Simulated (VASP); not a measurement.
A run of VASP 6.6.1:

The input INCAR:

```
ALGO = Normal
DIPOL = 0.5 0.5 0.477
EDIFF = 1E-6
ENCUT = 520
GGA = PE
IDIPOL = 3
ISIF = 2
ISMEAR = 0
IVDW = 12
KPAR = 4
LASPH = True
LCHARG = False
LDIPOL = True
LREAL = Auto
LWAVE = False
NBANDS = 121
NELM = 100
PREC = Accurate
SIGMA = 0.1
```

Contents of KPOINTS:

```
k-points
0
Gamma
  4 7 1
```

Contents of POSCAR:

```
Ge14H7N
1.0
    8.0601565460      0.0000000000      0.0000000000
    0.0000000000      4.0300782730      0.0000000000
    0.0000000000      0.0000000000     28.9434777519
H Ge N
7 14 1
Direct
    0.2500000000      0.1798895921      0.2936758351
    0.2500000000      0.8201104079      0.2936758351
    0.7500000000      0.8201104079      0.2936758351
    0.7500000000      0.1798895921      0.2936758351
   -0.3487308130     -0.0228355938      0.6631141933
   -0.4714169536      0.2858392864      0.6785991912
   -0.5088342329     -0.0909160642      0.6988376450
    0.2500000000      0.5000000000      0.3251956134
    0.7500000000      0.5000000000      0.3251956134
    0.5000000000      0.5000000000      0.3744242462
    0.0000000000      0.5000000000      0.3744242462
    0.5000000000      0.0000000000      0.4236528790
    0.0000000000      0.0000000000      0.4236528790
    0.7502950519     -0.0003510574      0.4751053474
    0.2494588507      0.0030396314      0.4708466105
    0.7613504479      0.4992686712      0.5261749131
    0.2393750598      0.5032735196      0.5182337365
    0.0157079468      0.4993585007      0.5767944294
    0.4892248877      0.4884359348      0.5687753695
    0.0614092525     -0.0007843805      0.6297740660
    0.3703167254     -0.0120281207      0.6065716776
   -0.4694381662      0.0391014355      0.6705483778
```

Potentials or basis: VASP PAW PBE potentials, release 64 (H, Ge_d, N).

Launch:

```console
$ cat potpaw_PBE.64/H/POTCAR potpaw_PBE.64/Ge_d/POTCAR potpaw_PBE.64/N/POTCAR > POTCAR
$ mpirun -np 4 vasp_std > vasp.out
```

Hardware: 4 MPI ranks on Intel(R) Xeon(R) Platinum 8259CL CPU @ 2.50GHz (Skylake/Cascade Lake), on a shared host.

Problem. Estimate the wall time of this run.

Solution. Run time: 28 min on 4 MPI ranks on Intel(R) Xeon(R) Platinum 8259CL CPU @ 2.50GHz (Skylake/Cascade Lake), on a shared host, peak memory 1.5 GiB a rank. Counts: scf iterations 29, k points 15.
